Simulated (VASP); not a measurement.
# Mo (P6/mmm) in VASP: a series of runs, part 2 of 3

VASP 6.6.1. Earlier steps stand in the parts before.

### Step 3. Single point, PBEsol

This run uses another cell than the first one, of 15.90 Å³/atom, 1.021 times its volume.

The input, INCAR:

```
  ALGO = Normal
  EDIFF = 1E-7
  ENCUT = 520
  GGA = PS
  ISIF = 2
  ISMEAR = 1
  LASPH = T
  LCHARG = F
  LREAL = F
  LWAVE = F
  NBANDS = 13
  NELM = 100
  PREC = Accurate
  SIGMA = 0.15
```

The input, KPOINTS:

```
k-points
0
Gamma
  12 12 11
```

The input, POSCAR:

```
Mo
1.0
    2.6985391166      0.0000000000      0.0000000000
   -1.3492695583      2.3370032778      0.0000000000
    0.0000000000      0.0000000000      2.5206472937
Mo
1
Direct
    0.0000000000      0.0000000000      0.5000000000
```

Potentials or basis: VASP PAW PBE potentials, release 64 (Mo_sv).

Launch:

```
$ cat potpaw_PBE.64/Mo_sv/POTCAR > POTCAR
$ mpirun -np 1 vasp_std > vasp.out
```

OUTCAR:

```text
EDIFF = 1E-7
   ENCUT = 520
   GGA = PS
   ISIF = 2
   ISMEAR = 1
   LASPH = T
   LREAL = F
   NELM = 100
   PREC = Accurate

 ion  position               nearest neighbor table
   1  0.000  0.000  0.500-

  LATTYP: Found a hexagonal cell.
 ALAT       =     2.6985391166
 C/A-ratio  =     0.9340784716

  Lattice vectors:

 A1 = (   2.6985391166,   0.0000000000,   0.0000000000)
 A2 = (  -1.3492695583,   2.3370032778,   0.0000000000)
 A3 = (   0.0000000000,   0.0000000000,   2.5206472937)

Analysis of symmetry for initial positions (statically):
=====================================================================
 Subroutine PRICEL returns:
 Original cell was already a primitive cell.

 Routine SETGRP: Setting up the symmetry group for a
 hexagonal supercell.

 Subroutine GETGRP returns: Found 24 space group operations
 (whereof 24 operations were pure point group operations)
 out of a pool of 24 trial point group operations.

The static configuration has the point symmetry D_6h.

Analysis of symmetry for dynamics (positions and initial velocities):
=====================================================================
 Subroutine PRICEL returns:
 Original cell was already a primitive cell.

 Routine SETGRP: Setting up the symmetry group for a
 hexagonal supercell.

 Subroutine GETGRP returns: Found 24 space group operations
 (whereof 24 operations were pure point group operations)
 out of a pool of 24 trial point group operations.

The dynamic configuration has the point symmetry D_6h.

 Subroutine INISYM returns: Found 24 space group operations
 (whereof 24 operations are pure point group operations),
 and found     1 'primitive' translations

----------------------------------------------------------------------------------------

                                     Primitive cell

  volume of cell :      15.8964

  direct lattice vectors                    reciprocal lattice vectors
     2.698539117  0.000000000  0.000000000     0.370570874  0.213949208  0.000000000
    -1.349269558  2.337003278  0.000000000     0.000000000  0.427898416  0.000000000
     0.000000000  0.000000000  2.520647294     0.000000000  0.000000000  0.396723493

  length of vectors
     2.698539117  2.698538986  2.520647294     0.427898395  0.427898416  0.396723493

  position of ions in fractional coordinates (direct lattice)
     0.000000000  0.000000000  0.500000000

  ion indices of the primitive-cell ions
   primitive index   ion index
                 1           1

----------------------------------------------------------------------------------------

 KPOINTS: k-points

Automatic generation of k-mesh.
 Grid dimensions read from file:
 generate k-points for:   12   12   11

 Generating k-lattice:

  Cartesian coordinates                     Fractional coordinates (reciprocal lattice)
     0.030880906  0.017829101  0.000000000     0.083333333  0.000000000  0.000000000
     0.000000000  0.035658201  0.000000000     0.000000000  0.083333333  0.000000000
     0.000000000  0.000000000  0.036065772     0.000000000  0.000000000  0.090909091

  Length of vectors
     0.035658200  0.035658201  0.036065772

  Shift w.r.t. Gamma in fractional coordinates (k-lattice)
     0.000000000  0.000000000  0.000000000

 Subroutine IBZKPT returns following result:
 ===========================================

 Found    114 irreducible k-points:

 Following reciprocal coordinates:
            Coordinates               Weight
  0.000000  0.000000  0.000000      1.000000
  0.083333  0.000000  0.000000      6.000000
  0.166667  0.000000  0.000000      6.000000
  0.250000  0.000000  0.000000      6.000000
  0.333333  0.000000  0.000000      6.000000
  0.416667  0.000000  0.000000      6.000000
[... 16 lines left out ...]
  0.250000  0.000000  0.090909     12.000000
  0.333333  0.000000  0.090909     12.000000
 [... further k-points ...]
   k-points           NKPTS =    114   k-points in BZ     NKDIM =    114   number of bands    NBANDS=     13
   number of dos      NEDOS =    301   number of ions     NIONS =      1
   total plane-waves  NPLWV =   8000
   dimension x,y,z NGX =    20 NGY =   20 NGZ =   20
   dimension x,y,z NGXF=    40 NGYF=   40 NGZF=   40
   ions per type =               1
   NGX,Y,Z   is equivalent  to a cutoff of  12.32, 12.32, 13.19 a.u.
   NGXF,Y,Z  is equivalent  to a cutoff of  24.64, 24.64, 26.38 a.u.
 SYSTEM =  unknown system
   PREC   = accura    normal or accurate (medium, high low for compatibility)
   ISTART =      0    job   : 0-new  1-cont  2-samecut
   ICHARG =      2    charge: 1-file 2-atom 10-const
   ISPIN  =      1    spin polarized calculation?
   LNONCOLLINEAR =      F non collinear calculations
   LSORBIT =      F    spin-orbit coupling
   LASPH  =      T    aspherical Exc in radial PAW
   ENCUT  =  520.0 eV  38.22 Ry    6.18 a.u.   5.02  5.02  4.69*2*pi/ulx,y,z
   NELM   =    100;   NELMIN=  2; NELMDL= -5     # of ELM steps
   EDIFF  = 0.1E-06   stopping-criterion for ELM
   LREAL  =      F    real-space projection
   EDIFFG = 0.1E-05   stopping-criterion for IOM
   NSW    =      0    number of steps for IOM
   IBRION =     -1    ionic relax: 0-MD 1-quasi-New 2-CG
   NFREE  =      0    steps in history (QN), initial steepest desc. (CG)
   ISIF   =      2    stress and relaxation
   ISYM   =      2    0-nonsym 1-usesym 2-fastsym
   POTIM  = 0.5000    time-step for ionic-motion
   TEBEG  =    0.0;   TEEND  =   0.0 temperature during run
   PSTRESS=    0.0 pullay stress
   NELECT =      14.0000    total number of electrons
   NUPDOWN=      -1.0000    fix difference up-down
   EMIN   =  10.00;   EMAX   =-10.00  energy-range for DOS
   EFERMI =   0.00;   METHOD = LEGACY
   ISMEAR =     1;   SIGMA  =   0.15  broadening in eV -4-tet -1-fermi 0-gaus
   EFERMI_NEDOS =   21; number of points for ismear=-14 and -15
   IALGO  =     38    algorithm
   IMIX   =      4    mixing-type and parameters
     AMIX     =   0.40;   BMIX     =  1.00
     AMIX_MAG =   1.60;   BMIX_MAG =  1.00
  volume/ion in A,a.u.               =      15.90       107.27
  Fermi-wavevector in a.u.,A,eV,Ry     =   1.569221  2.965398 33.503732  2.462455
  Thomas-Fermi vector in A             =   2.671136
   LORBIT       =      0    0 simple, 1 ext, 2 COOP (PROOUT), +10 PAW based schemes
   GGA     = PS    functional components
   LHFCALC =     F    Hartree Fock is set to
   AEXX    =    0.0000 exact exchange contribution
   IVDW    =     0    specifies the selected vdW correction
   LEPSILON=     F    determine dielectric tensor
   LRPA    =     F    only Hartree local field effects (RPA)
 non-spin polarized calculation
 Methfessel and Paxton  Order N= 1 SIGMA  =   0.15
  energy-cutoff  :      520.00
  volume of cell :       15.90
 maximum number of plane-waves:       439
 NGX is ok and might be reduce to    20
   NGX =  9   NGY =  9   NGZ =  9

 number of electron      14.0000002 magnetization

 Free energy of the ion-electron system (eV)
  ---------------------------------------------------
  ext. energy  EPLUGINS =         0.00000000
  ---------------------------------------------------
  free energy    TOTEN  =       -10.85877591 eV

  energy without entropy =      -10.85804703  energy(sigma->0) =      -10.85853295

 E-fermi :  12.1090     XC(G=0): -13.3436

 val. band max:       12.0792595535   @ k =   0.5000   0.0000   0.3636
 cond. band min:      12.1106412462   @ k =   0.1667   0.1667   0.3636
 fundamental gap:      0.0313816928
 Fermi energy:        12.1089918333

 k-point     1 :       0.0000    0.0000    0.0000
  band No.  band energies     occupation
      1     -48.8970      2.00000
      2     -22.0945      2.00000
      3     -22.0945      2.00000
      4     -22.0453      2.00000
      5       5.1068      2.00000
      6       7.5030      2.00000
      7      11.0913      2.00000
      8      11.0913      2.00000
      9      16.4290      0.00000
     10      16.4290      0.00000
     11      25.0796      0.00000
     12      28.1482      0.00000
     13      33.0480      0.00000
[... 353 lines left out ...]
 k-point    24 :       0.3333    0.0000    0.0909
  band No.  band energies     occupation
      1     -48.6779      2.00000
      2     -23.2725      2.00000
      3     -22.3537      2.00000
      4     -22.0690      2.00000
      5       7.3510      2.00000
      6       8.6883      2.00000
      7      11.0183      2.00000
      8      13.8188     -0.00000
      9      14.7663     -0.00000
     10      15.4877      0.00000
     11      24.9532      0.00000
     12      28.6212      0.00000
     13      29.7724      0.00000

 [... further k-points ...]
[... 5 lines left out ...]
  --------------------------------------------------------------------------------------
  -------------------------------------------------------------------------------------
  Total        0.8988980      0.8988978     -0.2960762      0.0000000     -0.0000000      0.0000000
  in kB       90.5984681     90.5984564    -29.8410437      0.0000000     -0.0000000      0.0000000
  external PRESSURE =      50.4519602 kB  Pullay stress =       0.0000000 kB

 VOLUME and BASIS-vectors are now :
 -----------------------------------------------------------------------------
  energy-cutoff  :      520.00
  volume of cell :       15.90
      direct lattice vectors                 reciprocal lattice vectors
     2.698539117  0.000000000  0.000000000     0.370570874  0.213949208  0.000000000
    -1.349269558  2.337003278  0.000000000     0.000000000  0.427898416  0.000000000
     0.000000000  0.000000000  2.520647294     0.000000000  0.000000000  0.396723493

 POSITION                                       TOTAL-FORCE (eV/Angst)
 -----------------------------------------------------------------------------------
      0.00000      0.00000      1.26032        -0.000000      0.000000      0.000000
 -----------------------------------------------------------------------------------
    total drift:                               -0.000000      0.000000     -0.000000

  FREE ENERGIE OF THE ION-ELECTRON SYSTEM (eV)
  ---------------------------------------------------
  free  energy   TOTEN  =       -10.8587759136 eV

  energy  without entropy=      -10.8580470341  energy(sigma->0) =      -10.85853295
```

OSZICAR:

```text
N       E                     dE             d eps       ncg     rms          rms(c)
DAV:   1     0.111733481763E+03    0.11173E+03   -0.91689E+03  3004   0.112E+03
DAV:   2    -0.998073720370E+01   -0.12171E+03   -0.11788E+03  3349   0.334E+02
DAV:   3    -0.113755963486E+02   -0.13949E+01   -0.13915E+01  3494   0.366E+01
DAV:   4    -0.113796241430E+02   -0.40278E-02   -0.40277E-02  3329   0.221E+00
DAV:   5    -0.113796551537E+02   -0.31011E-04   -0.31010E-04  3474   0.165E-01    0.155E+01
DAV:   6    -0.109236555641E+02    0.45600E+00   -0.57561E-01  2984   0.900E+00    0.498E+00
DAV:   7    -0.108624612664E+02    0.61194E-01   -0.10902E-01  3284   0.368E+00    0.729E-01
DAV:   8    -0.108587515636E+02    0.37097E-02   -0.33396E-03  3049   0.713E-01    0.128E-01
DAV:   9    -0.108587708786E+02   -0.19315E-04   -0.51344E-05  3662   0.838E-02    0.613E-02
DAV:  10    -0.108587759113E+02   -0.50326E-05   -0.61368E-06  3169   0.253E-02    0.383E-03
DAV:  11    -0.108587759136E+02   -0.23615E-08   -0.15455E-07  2839   0.388E-03
   1 F= -.10858776E+02 E0= -.10858533E+02  d E =-.728880E-03
```

stdout:

```text
POSCAR found type information on POSCAR Mo
 POSCAR found :  1 types and       1 ions
 scaLAPACK will be used
 -----------------------------------------------------------------------------
|                                                                             |
|                                                                             |
|     You enforced a specific xc type in the INCAR file but a different       |
|     I HOPE YOU KNOW WHAT YOU ARE DOING!                                     |
|                                                                             |
 -----------------------------------------------------------------------------

 LDA part: xc-table for (Slater+PW92), standard interpolation
 POSCAR, INCAR and KPOINTS ok, starting setup
 FFT: planning ... GRIDC
 FFT: planning ... GRID_SOFT
 FFT: planning ... GRID
 WAVECAR not read
 entering main loop
```

Wall time 20 s (1 thread of AMD EPYC 7R43 (Zen 3), shared host); peak memory 0.1 GiB.

What came out:

- Free energy: -10.8588 eV
- Pressure: 5.0 GPa
- Band gap on the k mesh: zero (band 7 reaches 13.07 eV, above the bottom of band 8 at 11.09 eV)

Caveat: the PAW data sets were made with another functional, which shifts forces and pressure a little.

(Continued in part 3 of 3.)
